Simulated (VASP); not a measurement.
GaN: single point with PBEsol

The system is GaN.

```
Ga N
1.0
     2.22665    2.22665    0.00000
    -2.22665    2.22665    0.00000
     0.00000    2.22665    2.26263
Ga N
1 1
Direct
  0.00000 0.00000 0.00000
  0.25000 0.75000 0.50000
```

This cell differs from its parent crystal: in-plane strain -0.01.

```
Program             : VASP 6.6.1
Task                : single point
Functional          : PBEsol
Potentials or basis : VASP PAW PBE potentials, release 64 (Ga_d, N)
Cutoff              : 520 eV
k mesh              : 10 × 10 × 10
Occupations         : gaussian, width 0.01 eV
Spin                : no spin polarisation
```

* Pressure: 2.5 GPa
* Band gap on the k mesh: 1.78 eV, direct

Stress tensor (GPa, compression positive):
```
3.15 0.00 0.00
0.00 3.15 0.00
0.00 0.00 1.10
```

Levels at points of the mesh, in eV from the valence-band top:
| k point | band 5 | band 6 | band 7 | band 8 | band 9 | band 10 | band 11 | band 12 | band 13 | band 14 |
| --- | --- | --- | --- | --- | --- | --- | --- | --- | --- | --- |
| (0.00, 0.00, 0.00) | -13.10 | -13.10 | -0.08 | 0.00 | 0.00 | 1.78 | 10.29 | 10.29 | 10.33 | 17.63 |
| (0.50, 0.00, 0.00) | -13.05 | -11.85 | -7.27 | -1.09 | -0.97 | 4.67 | 8.71 | 10.23 | 10.46 | 15.57 |
| (0.50, 0.50, 0.00) | -13.02 | -11.40 | -6.23 | -2.87 | -2.87 | 3.17 | 6.56 | 11.77 | 13.84 | 14.22 |
| (0.00, 0.00, 0.50) | -13.03 | -11.49 | -6.41 | -2.75 | -2.75 | 3.28 | 6.83 | 11.54 | 14.12 | 14.12 |

Wall time 80 s on 1 thread of AMD EPYC 7R13, with other jobs on the host, peak memory 0.13 GiB.

Caveat: the cell differs from its parent crystal (in-plane strain -0.01); the PAW data sets were made with another functional, which shifts forces and pressure a little.
